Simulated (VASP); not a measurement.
Here is a VASP 6.6.1 calculation.

INCAR

```
PREC = Accurate ; ENCUT = 600
EDIFF = 1E-6 ; ISMEAR = 0
SIGMA = 0.01 ; LREAL = False
LASPH = True ; NELM = 120
ALGO = Normal ; ISIF = 2
LWAVE = False ; LCHARG = False
GGA = PE ; NBANDS = 30
GGA_COMPAT = False
```

The input KPOINTS:

```
regular mesh
0
Gamma
  6 6 6
```

Contents of POSCAR:

```
TiPbO3
1.0
    3.9673220356      0.0000000000      0.0000000000
    0.0000000000      3.9673220356      0.0000000000
    0.0000000000      0.0000000000      4.2224019583
Ti Pb O
1 1 3
Direct
    0.5000000000      0.5000000000      0.5382000000
    0.0000000000      0.0000000000      0.0000000000
    0.5000000000      0.5000000000      0.1130000000
    0.5000000000      0.0000000000      0.6150000000
    0.0000000000      0.5000000000      0.6150000000
```

Potentials or basis: VASP PAW PBE potentials, release 64 (Ti_sv, Pb_d, O).

Launch:

```console
$ cat potpaw_PBE.64/Ti_sv/POTCAR potpaw_PBE.64/Pb_d/POTCAR potpaw_PBE.64/O/POTCAR > POTCAR
$ mpirun -np 1 vasp_std > vasp.out
```

Q: Predict the band gap on the k mesh.

A: 1.80 eV (least direct gap 2.19 eV).

Q: Estimate the pressure.

A: -3.1 GPa.

Q: What does it give for the largest force?

A: 0.368 eV/Å.

Stress tensor (GPa, compression positive):
```
-3.60  0.00  0.00
 0.00 -3.60  0.00
 0.00  0.00 -2.10
```

Caveat: the cell stands under tension; spin-orbit coupling is left out, which moves the levels of the heavy elements. As with any semilocal functional, this PBE gap is likely too small.
